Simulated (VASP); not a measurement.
Write the native input for VASP 6.6.1 that does the following.

```
Task                   : single point
Functional             : RPBE
Potentials or basis    : VASP PAW PBE potentials, release 64 (Mo_sv, S)
Cutoff                 : 520 eV
k mesh                 : 10 × 10 × 2
Occupations            : fermi-dirac, width 0.05 eV
Spin                   : no spin polarisation
Dipole correction      : no
Further INCAR settings : ALGO = Normal; EDIFF = 1e-07; NBANDS = 35
```

The structure of MoS2 lies in POSCAR:

```
MoS2
1.0
    3.1195325729      0.0000000000      0.0000000000
   -1.5597662865      2.7015944561      0.0000000000
    0.0000000000      0.0000000000     21.2281547802
Mo S
2 4
Direct
    0.3333333333      0.6666666667      0.8511602300
    0.6666666667      0.3333333333      0.1488397700
    0.6666666667      0.3333333333      0.7796253900
    0.3333333333      0.6666666667      0.0772510000
    0.6666666667      0.3333333333      0.9227490000
    0.3333333333      0.6666666667      0.2203746100
```

The input as run:

INCAR

```
ALGO = Normal
EDIFF = 1E-7
ENCUT = 520
GGA = RP
ISIF = 2
ISMEAR = -1
LASPH = T
LCHARG = F
LREAL = F
LWAVE = F
NBANDS = 35
NELM = 80
PREC = Accurate
SIGMA = 0.05
```

KPOINTS

```
k-points
0
Gamma
  10 10 2
```

Potentials or basis: VASP PAW PBE potentials, release 64 (Mo_sv, S).

Launch:

```sh
$ cat potpaw_PBE.64/Mo_sv/POTCAR potpaw_PBE.64/S/POTCAR > POTCAR
$ mpirun -np 1 vasp_std > vasp.out
```

Results of the run:

```json
{
  "Largest force": "1.516 eV/Å",
  "Band gap on the k mesh": "1.51 eV (least direct gap 2.06 eV)"
}
```

Caveat: there is no dipole correction, which matters where the two faces differ; the PAW data sets were made with another functional, which shifts forces and pressure a little.

It took 6.1 min on 1 thread of Intel Xeon 8259CL, on a shared host, peak memory 0.37 GiB.
